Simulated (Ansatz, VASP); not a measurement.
# Ta5Br3: VASP beside Ansatz

```
Ta Br
1.0
     3.30889    0.00000    0.00000
    -1.65444    2.86558    0.00000
     0.00000    0.00000   39.20584
Ta Br
10 6
Cartesian
  0.0000 0.0000 15.4792
  0.0000 1.9104 11.3467
  1.6544 0.9552 13.4129
  0.0000 0.0000 23.7267
  1.6544 0.9552 27.8592
  0.0000 1.9104 25.7929
  0.0000 0.0000 36.0777
  1.6544 0.9552 38.1116
  0.0000 0.0000 3.1282
  0.0000 1.9104 1.0943
  0.0000 1.9104 17.3991
  0.0000 0.0000 9.4264
  1.6544 0.9552 21.8068
  0.0000 0.0000 29.7794
  0.0000 1.9104 34.1456
  1.6544 0.9552 5.0603
```

Alike in both runs: task single point; functional PBE; k mesh 12 × 12 × 1; occupations gaussian, width 0.1 eV; no spin polarisation.

|  | VASP | Ansatz |
| --- | --- | --- |
| version | VASP 6.6.1 | Ansatz 0.2.0 |
| potentials or method | VASP PAW PBE potentials, release 64 (Ta_pv, Br), cutoff 520 eV | scalar-relativistic, plane waves, PAW |
| valence electrons in the cell | 152 | 172 |

Ansatz gave:

| Property | Result |
| --- | --- |
| gap on the k mesh at the Fermi level (eV) | none |
| pressure (GPa) | 0.0 |
| rms of the force components (eV/Å) | 0.001 |

Task: Estimate VASP's values.

Result: gap on the k mesh at the Fermi level (eV): none; pressure (GPa): 0.1; rms of the force components (eV/Å): 0.011.

Atom by atom the forces differ by 0.010 eV/Å (rms over components). A gap of «none» marks a metal or a gap that the smearing closes. VASP's potentials hold 152 valence electrons a cell and Ansatz's 172, so a difference there can come from the potentials and not from the codes.

Spin-orbit coupling is off throughout.
